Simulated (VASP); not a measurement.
Set up this calculation in VASP 6.6.1, as the native input.

```yaml
Task: single point
Functional: PBEsol
Potentials_or_basis: VASP PAW PBE potentials, release 64 (K_sv, Nb_sv, O)
Cutoff: 600 eV
k_mesh: 6 × 6 × 6
Occupations: gaussian, width 0.01 eV
Spin: no spin polarisation
Hubbard_terms: Nb d U = 7.0 eV
Dipole_correction: no
Further_INCAR_settings: ALGO = Normal; EDIFF = 1e-06; NBANDS = 28
```

The structure of KNbO3 lies in POSCAR:

```
KNbO3
1.0
    4.0291830000      0.0000000000      0.0000000000
    0.0000000000      4.0291830000      0.0000000000
    0.0000000000      0.0000000000      4.0291830000
K Nb O
1 1 3
Direct
    0.0000000000      0.0000000000      0.0000000000
    0.5000000000      0.5000000000      0.5000000000
    0.0000000000      0.5000000000      0.5000000000
    0.5000000000      0.0000000000      0.5000000000
    0.5000000000      0.5000000000      0.0000000000
```

The input as run:

INCAR

```
SYSTEM = KNbO3
  ALGO = Normal
  EDIFF = 1E-6
  ENCUT = 600
  GGA = PS
  GGA_COMPAT = .False.
  ISIF = 2
  ISMEAR = 0
  LASPH = .True.
  LCHARG = .False.
  LDAU = .True.
  LDAUJ = 0 0 0
  LDAUL = -1 2 -1
  LDAUPRINT = 1
  LDAUTYPE = 2
  LDAUU = 0 7 0
  LMAXMIX = 4
  LREAL = .False.
  LWAVE = .False.
  NBANDS = 28
  NELM = 200
  PREC = Accurate
  SIGMA = 0.01
```

KPOINTS

```
k-points
0
Gamma
  6 6 6
  0 0 0
```

Potentials or basis: VASP PAW PBE potentials, release 64 (K_sv, Nb_sv, O).

Launch:

```sh
$ cat potpaw_PBE.64/K_sv/POTCAR potpaw_PBE.64/Nb_sv/POTCAR potpaw_PBE.64/O/POTCAR > POTCAR
$ mpirun -np 1 vasp_std > vasp.out
```

It gave:

| Quantity | Value |
| --- | --- |
| Pressure | -1.2 GPa |
| Band gap on the k mesh | 2.26 eV, indirect (least direct gap 3.04 eV) |

Caveat: the PAW data sets were made with another functional, which shifts forces and pressure a little.

Run time: 50 s on 1 thread of Intel Xeon 6975P-C, with other jobs on the host, peak memory 0.2 GiB.
